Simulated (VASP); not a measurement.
# Li3H8: relaxation of cell and atoms with PBE

Li3H8:

```
CELL_PARAMETERS angstrom
4.98580 0.00000 0.00000
-2.49290 4.31783 0.00000
0.00000 0.00000 3.67456
ATOMIC_POSITIONS crystal
Li 0.50447 0.49553 0.63579
Li 0.50447 0.00895 0.63579
Li 0.99105 0.49553 0.63579
H 0.72917 0.68021 0.44205
H 0.31979 0.04896 0.44205
H 0.95104 0.27083 0.44205
H 0.31979 0.27083 0.44205
H 0.95104 0.68021 0.44205
H 0.72917 0.04896 0.44205
H 0.33333 0.66667 0.19119
H 0.33333 0.66667 0.52157
```

The cell was generated, and may not be a known phase.

```json
{
 "Program": "VASP 6.6.1",
 "Task": "relaxation of cell and atoms",
 "Functional": "PBE",
 "Potentials or basis": "VASP PAW PBE potentials, release 64 (Li_sv, H)",
 "Cutoff": "600 eV",
 "k mesh": "6 × 6 × 6",
 "Occupations": "gaussian, width 0.1 eV",
 "Spin": "no spin polarisation",
 "Dipole correction": "no",
 "Further INCAR settings": "ALGO = Normal; EDIFF = 1e-07; IBRION = 2; EDIFFG = -0.04; NSW = 90; ISIF = 3"
}
```

```
Relaxed volume                        : 11.37 Å³/atom
Relaxed cell                          : a = 5.543 Å, b = 5.543 Å, c = 4.700 Å, α = 90.00°, β = 90.00°, γ = 120.00°
Space group after relaxing (to 0.1 Å) : P3m1 (No. 156)
Energy gained by relaxing             : 868.7 meV/atom
Ionic steps                           : 55
Pressure after relaxing               : -0.1 GPa
Largest force after relaxing          : 0.036 eV/Å
Band gap on the k mesh                : zero (an odd number of electrons rules out a gap without spin polarisation)
```

Forces in eV/Å, atoms in the order of the input:
```
Li  -0.002  0.001  0.006
Li   0.000 -0.002  0.006
Li   0.002  0.001  0.006
H   -0.016 -0.005 -0.010
H    0.012 -0.011 -0.010
H    0.004  0.016 -0.010
H   -0.004  0.016 -0.010
H    0.016 -0.005 -0.010
H   -0.012 -0.011 -0.010
H    0.000  0.000  0.036
H    0.000  0.000  0.006
```

The path:
| step | energy change (eV) | largest force (eV/Å) | pressure (GPa) | volume (Å³) |
| --- | --- | --- | --- | --- |
| 1 | 0.0000 | 5.0907 | 20.03 | 79.11 |
| 3 | -5.9859 | 7.8308 | 13.32 | 95.60 |
| 5 | -6.9201 | 1.5657 | 8.65 | 91.99 |
| 7 | -7.3994 | 1.4582 | 2.40 | 98.10 |
| 9 | -9.0346 | 0.7683 | -0.11 | 125.86 |
| 11 | -9.0934 | 1.2378 | -2.20 | 138.18 |
| 13 | -9.2485 | 0.5868 | -0.38 | 136.55 |
| 15 | -9.2882 | 0.5065 | -0.82 | 136.07 |
| 17 | -9.3132 | 0.4314 | -0.81 | 135.45 |
| 19 | -9.3470 | 0.3923 | -0.15 | 133.84 |
| 21 | -9.3918 | 0.2945 | -0.42 | 132.67 |
| 23 | -9.4397 | 0.2910 | -0.36 | 129.92 |
| 25 | -9.4582 | 0.2873 | -0.18 | 128.55 |
| 27 | -9.4926 | 0.2875 | -0.13 | 124.23 |
| 29 | -9.5074 | 0.3684 | -0.46 | 123.57 |
| 31 | -9.5277 | 0.2119 | -0.05 | 122.65 |
| 33 | -9.5335 | 0.0986 | 0.33 | 121.87 |
| 35 | -9.5367 | 0.1522 | 0.38 | 122.39 |
| 37 | -9.5394 | 0.0756 | 0.15 | 122.91 |
| 39 | -9.5401 | 0.0574 | -0.04 | 123.37 |
| 41 | -9.5416 | 0.0559 | -0.04 | 123.62 |
| 43 | -9.5455 | 0.1354 | -0.07 | 124.73 |
| 45 | -9.5473 | 0.0988 | -0.17 | 124.97 |
| 47 | -9.5486 | 0.1019 | -0.36 | 125.41 |
| 49 | -9.5513 | 0.0834 | -0.33 | 125.73 |
| 51 | -9.5526 | 0.0674 | -0.29 | 126.13 |
| 53 | -9.5533 | 0.0548 | -0.14 | 125.91 |
| 55 | -9.5555 | 0.0356 | -0.09 | 125.06 |

Final structure:
```xyz
11
Lattice="5.5431 0.0000 0.0000 -2.7716 4.8005 0.0000 0.0000 0.0000 4.6997" Properties=species:S:1:pos:R:3 pbc="T T T"
Li    1.2143    2.4992    3.9126
Li    0.0000    4.6025    3.9126
Li   -1.2143    2.4992    3.9126
H     2.3903    3.1653    1.6559
H     1.6068    0.4874    1.6559
H     4.3177    1.1478    1.6559
H     1.2255    1.1478    1.6559
H     3.1529    3.1653    1.6559
H     3.9364    0.4874    1.6559
H     0.0000    3.2003    0.3527
H     0.0000    3.2003    2.7528
```

Levels at points of the mesh, in eV from the Fermi level:
```csv
k point,band 6,band 7,band 8,band 9,band 10,band 11
"(0.00, 0.00, 0.00)",-7.15,-4.21,-1.62,0.47,1.55,1.55
"(0.50, 0.00, 0.00)",-7.21,-4.50,-1.42,0.71,1.50,2.34
"(0.00, 0.00, 0.50)",-7.11,-3.91,-2.41,-0.67,2.11,2.11
"(0.50, 0.00, 0.50)",-7.17,-3.76,-2.96,-0.60,0.75,2.43
```

Run time: 13 min on 1 thread of Intel(R) Xeon(R) 6975P-C (Granite Rapids), with other jobs on the host, peak memory 0.22 GiB.

Caveat: the cutoff is under 1.25 times the usual one of these potentials, so pressure, stress and relaxed cells hold a basis-set (Pulay) error; the volume moved by over 15 % at a fixed basis, so the end points are rough.
